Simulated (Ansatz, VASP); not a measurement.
## One calculation of TlBr, two programs

```
Tl Br
1.0
     3.15893    0.00000    0.00000
     0.00000    3.15893    0.00000
     0.00000    0.00000    3.15893
Tl Br
1 1
Cartesian
  0.0000 0.0000 0.0000
  1.5795 1.5795 1.5795
```

Change from the starting cell: volume scaled by 0.5, PAW files.

Alike in both runs: task electric field gradients; functional r2SCAN; k mesh 7 × 7 × 7; occupations fermi-dirac, width 0.03 eV; no spin polarisation.

|  | VASP | Ansatz |
| --- | --- | --- |
| version | VASP 6.6.1 | Ansatz 0.2.0 |
| potentials or method | VASP PAW PBE potentials, release 64 (Tl_d, Br) | PAW with Ansatz's default frozen-core files, scalar-relativistic |
| plane-wave cutoff (eV) | 440 | 500 |
| valence electrons in the cell | 20 | 20 |

|  | VASP | Ansatz | Ansatz less VASP |
| --- | --- | --- | --- |
| pressure (GPa) | 96.7 | 96.2 | -0.45 |

VASP's potentials were made for PBE, not for r2SCAN. Both programs put the cell under a high pressure, so it lies far from rest at this level. The functional is the same, so the differences come from potentials, cutoffs and numerics.

Spin-orbit coupling is off throughout. Noted on VASP's run: the cell as given lies far from equilibrium.
